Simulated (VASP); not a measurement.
A run of VASP 6.6.1 is set up as follows.

File INCAR:

```
  ALGO = Normal
  EDIFF = 1E-7
  ENCUT = 520
  GGA = PE
  ISIF = 2
  ISMEAR = 0
  LASPH = T
  LCHARG = F
  LREAL = F
  LWAVE = F
  NBANDS = 24
  NELM = 60
  PREC = Accurate
  SIGMA = 0.01
```

File KPOINTS:

```
k-points
0
Gamma
  6 6 4
```

The input POSCAR:

```
CaO
1.0
    3.9810268700      0.0000000000      0.0000000000
   -1.9905134350      3.4476704026      0.0000000000
    0.0000000000      0.0000000000      4.7701151863
Ca O
2 2
Direct
    0.3333333333      0.6666666667      0.2500000000
    0.6666666667      0.3333333333      0.7500000000
    0.6666666667      0.3333333333      0.2500000000
    0.3333333333      0.6666666667      0.7500000000
```

Potentials or basis: VASP PAW PBE potentials, release 64 (Ca_sv, O).

Launch:

```console
$ cat potpaw_PBE.64/Ca_sv/POTCAR potpaw_PBE.64/O/POTCAR > POTCAR
$ mpirun -np 1 vasp_std > vasp.out
```

(1) Estimate the band gap on the k mesh.

(2) Estimate the pressure.

## Answers

(1) 3.19 eV, direct.

(2) 2.3 GPa.
